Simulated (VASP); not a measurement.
# Se (R-3m) in VASP: notebook

Se is run at these levels: LDA; tasks: single point.

Everything below comes from runs of VASP 6.6.1. Logs are shortened: lines on timing, memory, paths and dates and some standing lists are left out, and cuts for length are marked.

## 1. The cell of the first run

It takes space group R-3m (No. 166, trigonal). The conventional cell has a = 3.901 Å, b = 3.901 Å, c = 2.680 Å, α = 90.00°, β = 90.00°, γ = 120.00°. Se (site symmetry -3m) has 14 Se at 2.42 to 2.87 Å within 3.2 Å.

## 2. Single point, LDA

The input, INCAR:

```
PREC = Accurate
ENCUT = 520
EDIFF = 1E-6
ISMEAR = -1
SIGMA = 0.1
LREAL = F
LASPH = T
NELM = 60
ALGO = Normal
ISIF = 2
LWAVE = F
LCHARG = F
GGA = CA
NBANDS = 9
```

The input, KPOINTS:

```
Automatic mesh
0
Gamma
  13 13 13
```

The input, POSCAR:

```
Se
1.0
    1.9503318524      1.1260243482      0.8932692121
   -1.9503318524      1.1260243482      0.8932692121
    0.0000000000     -2.2520497097      0.8932692121
Se
1
Direct
    0.0000000000      0.0000000000      0.0000000000
```

Potentials or basis: VASP PAW LDA potentials, release 64 (Se).

Run with:

```console
cat potpaw_LDA.64/Se/POTCAR > POTCAR
mpirun -np 1 vasp_std > vasp.out
```

OUTCAR:

```text
PREC = Accurate
   ENCUT = 520
   EDIFF = 1E-6
   ISMEAR = -1
   LREAL = F
   LASPH = T
   NELM = 60
   ISIF = 2
   GGA = CA

 ion  position               nearest neighbor table
   1  0.000  0.000  0.000-

  LATTYP: Found a trigonal (rhomboedric) cell.
 ALAT       =     2.4227376623
 COS(alpha) =    -0.2960876750

  Lattice vectors:

 A1 = (   1.9503318524,   1.1260243482,   0.8932692121)
 A2 = (  -1.9503318524,   1.1260243482,   0.8932692121)
 A3 = (   0.0000000000,  -2.2520497097,   0.8932692121)

Analysis of symmetry for initial positions (statically):
=====================================================================
 Subroutine PRICEL returns:
 Original cell was already a primitive cell.

 Routine SETGRP: Setting up the symmetry group for a
 trigonal (rhombohedral) supercell.

 Subroutine GETGRP returns: Found 12 space group operations
 (whereof 12 operations were pure point group operations)
 out of a pool of 12 trial point group operations.

The static configuration has the point symmetry D_3d.

Analysis of symmetry for dynamics (positions and initial velocities):
=====================================================================
 Subroutine PRICEL returns:
 Original cell was already a primitive cell.

 Routine SETGRP: Setting up the symmetry group for a
 trigonal (rhombohedral) supercell.

 Subroutine GETGRP returns: Found 12 space group operations
 (whereof 12 operations were pure point group operations)
 out of a pool of 12 trial point group operations.

The dynamic configuration has the point symmetry D_3d.

 Subroutine INISYM returns: Found 12 space group operations
 (whereof 12 operations are pure point group operations),
 and found     1 'primitive' translations

----------------------------------------------------------------------------------------

                                     Primitive cell

  volume of cell :      11.7704

  direct lattice vectors                    reciprocal lattice vectors
     1.950331852  1.126024348  0.893269212     0.256366628  0.148013333  0.373161169
    -1.950331852  1.126024348  0.893269212    -0.256366628  0.148013333  0.373161169
     0.000000000 -2.252049710  0.893269212     0.000000000 -0.296026666  0.373161001

  length of vectors
     2.422737099  2.422737099  2.422737662     0.476320326  0.476320326  0.476320186

  position of ions in fractional coordinates (direct lattice)
     0.000000000  0.000000000  0.000000000

  ion indices of the primitive-cell ions
   primitive index   ion index
                 1           1

----------------------------------------------------------------------------------------

 KPOINTS: Automatic mesh

Automatic generation of k-mesh.
 Grid dimensions read from file:
 generate k-points for:   13   13   13

 Generating k-lattice:

  Cartesian coordinates                     Fractional coordinates (reciprocal lattice)
     0.019720510  0.011385641  0.028704705     0.076923077  0.000000000 -0.000000000
    -0.019720510  0.011385641  0.028704705     0.000000000  0.076923077 -0.000000000
     0.000000000 -0.022771282  0.028704692    -0.000000000 -0.000000000  0.076923077

  Length of vectors
     0.036640025  0.036640025  0.036640014

  Shift w.r.t. Gamma in fractional coordinates (k-lattice)
     0.000000000  0.000000000  0.000000000

 Subroutine IBZKPT returns following result:
 ===========================================

 Found    231 irreducible k-points:

 Following reciprocal coordinates:
            Coordinates               Weight
  0.000000  0.000000  0.000000      1.000000
  0.076923 -0.000000  0.000000      6.000000
  0.153846  0.000000  0.000000      6.000000
  0.230769  0.000000  0.000000      6.000000
  0.307692  0.000000  0.000000      6.000000
  0.384615  0.000000  0.000000      6.000000
[... 16 lines left out ...]
  0.384615  0.153846  0.000000     12.000000
  0.461538  0.153846  0.000000     12.000000
 [... further k-points ...]
   k-points           NKPTS =    231   k-points in BZ     NKDIM =    231   number of bands    NBANDS=      9
   number of dos      NEDOS =    301   number of ions     NIONS =      1
   total plane-waves  NPLWV =   5832
   dimension x,y,z NGX =    18 NGY =   18 NGZ =   18
   dimension x,y,z NGXF=    36 NGYF=   36 NGZF=   36
   ions per type =               1
   NGX,Y,Z   is equivalent  to a cutoff of  12.35, 12.35, 12.35 a.u.
   NGXF,Y,Z  is equivalent  to a cutoff of  24.70, 24.70, 24.70 a.u.
 SYSTEM =  unknown system
   PREC   = accura    normal or accurate (medium, high low for compatibility)
   ISTART =      0    job   : 0-new  1-cont  2-samecut
   ICHARG =      2    charge: 1-file 2-atom 10-const
   ISPIN  =      1    spin polarized calculation?
   LNONCOLLINEAR =      F non collinear calculations
   LSORBIT =      F    spin-orbit coupling
   LASPH  =      T    aspherical Exc in radial PAW
   ENCUT  =  520.0 eV  38.22 Ry    6.18 a.u.   4.50  4.50  4.50*2*pi/ulx,y,z
   NELM   =     60;   NELMIN=  2; NELMDL= -5     # of ELM steps
   EDIFF  = 0.1E-05   stopping-criterion for ELM
   LREAL  =      F    real-space projection
   EDIFFG = 0.1E-04   stopping-criterion for IOM
   NSW    =      0    number of steps for IOM
   IBRION =     -1    ionic relax: 0-MD 1-quasi-New 2-CG
   NFREE  =      0    steps in history (QN), initial steepest desc. (CG)
   ISIF   =      2    stress and relaxation
   ISYM   =      2    0-nonsym 1-usesym 2-fastsym
   POTIM  = 0.5000    time-step for ionic-motion
   TEBEG  =    0.0;   TEEND  =   0.0 temperature during run
   PSTRESS=    0.0 pullay stress
   NELECT =       6.0000    total number of electrons
   NUPDOWN=      -1.0000    fix difference up-down
   EMIN   =  10.00;   EMAX   =-10.00  energy-range for DOS
   EFERMI =   0.00;   METHOD = LEGACY
   ISMEAR =    -1;   SIGMA  =   0.10  broadening in eV -4-tet -1-fermi 0-gaus
   EFERMI_NEDOS =   21; number of points for ismear=-14 and -15
   IALGO  =     38    algorithm
   IMIX   =      4    mixing-type and parameters
     AMIX     =   0.40;   BMIX     =  1.00
     AMIX_MAG =   1.60;   BMIX_MAG =  1.00
  volume/ion in A,a.u.               =      11.77        79.43
  Fermi-wavevector in a.u.,A,eV,Ry     =   1.307762  2.471311 23.269232  1.710240
  Thomas-Fermi vector in A             =   2.438474
   LORBIT       =      0    0 simple, 1 ext, 2 COOP (PROOUT), +10 PAW based schemes
   GGA     = CA    functional components
   LHFCALC =     F    Hartree Fock is set to
   AEXX    =    0.0000 exact exchange contribution
   IVDW    =     0    specifies the selected vdW correction
   LEPSILON=     F    determine dielectric tensor
   LRPA    =     F    only Hartree local field effects (RPA)
 non-spin polarized calculation
  energy-cutoff  :      520.00
  volume of cell :       11.77
 maximum number of plane-waves:       339
 NGX is ok and might be reduce to    18
   NGX =  9   NGY =  9   NGZ =  9

 number of electron       6.0000000 magnetization

 Free energy of the ion-electron system (eV)
  ---------------------------------------------------
  ext. energy  EPLUGINS =         0.00000000
  ---------------------------------------------------
  free energy    TOTEN  =        -1.89631090 eV

  energy without entropy =       -1.88444207  energy(sigma->0) =       -1.89037648

 E-fermi :  14.4268     XC(G=0): -13.3189

 val. band max:       14.4265825233   @ k =   0.4615   0.3846   0.1538
 cond. band min:      14.4355714939   @ k =   0.4615   0.2308   0.0769
 fundamental gap:      0.0089889706
 Fermi energy:        14.4267544243

 k-point     1 :       0.0000    0.0000    0.0000
  band No.  band energies     occupation
      1      -8.5787      2.00000
      2      19.5196      0.00000
      3      21.6820      0.00000
      4      21.6820      0.00000
      5      26.7856      0.00000
      6      26.7856      0.00000
      7      29.0848      0.00000
      8      32.8691      0.00000
      9      32.8696      0.00000

 k-point     2 :       0.0769   -0.0000    0.0000
  band No.  band energies     occupation
      1      -8.3818      2.00000
      2      18.3338      0.00000
      3      20.3694      0.00000
      4      21.4044      0.00000
      5      26.5752      0.00000
      6      27.7083      0.00000
      7      29.4020      0.00000
      8      32.0702      0.00000
      9      32.1472      0.00000

 k-point     3 :       0.1538    0.0000    0.0000
  band No.  band energies     occupation
      1      -7.7923      2.00000
      2      15.0638      0.00342
      3      19.0199      0.00000
      4      20.7582      0.00000
      5      25.7886      0.00000
      6      27.0396      0.00000
      7      31.2390      0.00000
      8      31.8073      0.00000
      9      33.0174      0.00000

 k-point     4 :       0.2308    0.0000    0.0000
  band No.  band energies     occupation
      1      -6.8150      2.00000
      2      11.3770      2.00000
      3      17.8909      0.00000
      4      20.0413      0.00000
      5      24.6337      0.00000
      6      25.7291      0.00000
      7      32.4311      0.00000
      8      33.9478      0.00000
      9      34.2985      0.00000
[... 205 lines left out ...]
 k-point    22 :       0.3077    0.1538    0.0000
  band No.  band energies     occupation
      1      -3.4837      2.00000
      2       5.8632      2.00000
      3      11.6430      2.00000
      4      17.1091      0.00000
      5      25.2900      0.00000
      6      29.1684      0.00000
      7      32.4853      0.00000
      8      38.5132      0.00000
      9      40.9975      0.00000

 k-point    23 :       0.3846    0.1538    0.0000
  band No.  band energies     occupation
      1      -1.7497      2.00000
      2       3.2381      2.00000
      3      11.5907      2.00000
      4      17.0212      0.00000
      5      24.6427      0.00000
      6      29.0074      0.00000
      7      33.5294      0.00000
      8      36.4514      0.00000
      9      42.8705      0.00000

 k-point    24 :       0.4615    0.1538    0.0000
  band No.  band energies     occupation
      1      -1.2650      2.00000
      2       2.5873      2.00000
      3      11.9413      2.00000
      4      17.2476      0.00000
      5      24.2948      0.00000
      6      28.5975      0.00000
      7      34.0630      0.00000
      8      35.3592      0.00000
      9      40.1858      0.00000

 [... further k-points ...]
[... 5 lines left out ...]
  --------------------------------------------------------------------------------------
  -------------------------------------------------------------------------------------
  Total        9.3321139      9.3321150      9.1357456     -0.0000000     -0.0000035      0.0000000
  in kB     1270.2832524   1270.2834012   1243.5536855     -0.0000000     -0.0004702      0.0000000
  external PRESSURE =    1261.3734464 kB  Pullay stress =       0.0000000 kB

 VOLUME and BASIS-vectors are now :
 -----------------------------------------------------------------------------
  energy-cutoff  :      520.00
  volume of cell :       11.77
      direct lattice vectors                 reciprocal lattice vectors
     1.950331852  1.126024348  0.893269212     0.256366628  0.148013333  0.373161169
    -1.950331852  1.126024348  0.893269212    -0.256366628  0.148013333  0.373161169
     0.000000000 -2.252049710  0.893269212     0.000000000 -0.296026666  0.373161001

 POSITION                                       TOTAL-FORCE (eV/Angst)
 -----------------------------------------------------------------------------------
      0.00000      0.00000      0.00000         0.000000      0.000000      0.000000
 -----------------------------------------------------------------------------------
    total drift:                               -0.000000      0.000000      0.000000

  FREE ENERGIE OF THE ION-ELECTRON SYSTEM (eV)
  ---------------------------------------------------
  free  energy   TOTEN  =        -1.8963108966 eV

  energy  without entropy=       -1.8844420695  energy(sigma->0) =       -1.89037648
```

Wall time 13 s (1 thread of Intel Xeon Platinum 8488C (Sapphire Rapids), shared host); peak memory 0.13 GiB.

Results:

| Item | Value |
| --- | --- |
| Free energy | -1.8963 eV |
| Pressure | 126.1 GPa |
| Band gap on the k mesh | zero (band 3 reaches 21.68 eV, above the bottom of band 4 at 7.62 eV) |

## 3. Single point, LDA

This run uses another cell than the first one, of 12.00 Å³/atom, 1.019 times its volume.

The input, INCAR:

```
SYSTEM = Se
ALGO = Normal
EDIFF = 1E-6
ENCUT = 520
GGA = CA
ISIF = 2
ISMEAR = -1
LASPH = .TRUE.
LCHARG = .TRUE.
LELF = .TRUE.
LREAL = .FALSE.
LVHAR = .TRUE.
LWAVE = .FALSE.
NBANDS = 9
NELM = 80
PREC = Accurate
SIGMA = 0.1
```

The input, KPOINTS:

```
k-points
0
G
  13 13 13
  0 0 0
```

The input, POSCAR:

```
Se
1.0
    1.9627546832      1.1331966712      0.8989589783
   -1.9627546832      1.1331966712      0.8989589783
    0.0000000000     -2.2663943621      0.8989589783
Se
1
Direct
    0.0000000000      0.0000000000      0.0000000000
```

Potentials or basis: VASP PAW LDA potentials, release 64 (Se).

Run with:

```console
cat potpaw_LDA.64/Se/POTCAR > POTCAR
mpirun -np 1 vasp_std > vasp.out
```

It took 9.8 s on 1 thread of Intel Xeon Platinum 8488C (Sapphire Rapids), shared host; peak memory 0.13 GiB.

The run converged. Its results:

```
Free energy            : -2.0675 eV
Pressure               : 116.3 GPa
Band gap on the k mesh : zero (band 3 reaches 21.12 eV, above the bottom of band 4 at 7.40 eV)
```

Stress tensor (GPa, compression positive):
```
116.75   0.00   0.00
  0.00 116.75   0.00
  0.00   0.00 115.36
```

Levels at points of the mesh, in eV from the Fermi level:
```tsv
k point	band 1	band 2	band 3	band 4	band 5	band 6	band 7	band 8
(0.00, 0.00, 0.00)	-22.70	4.95	7.07	7.07	12.32	12.32	14.56	18.40
```
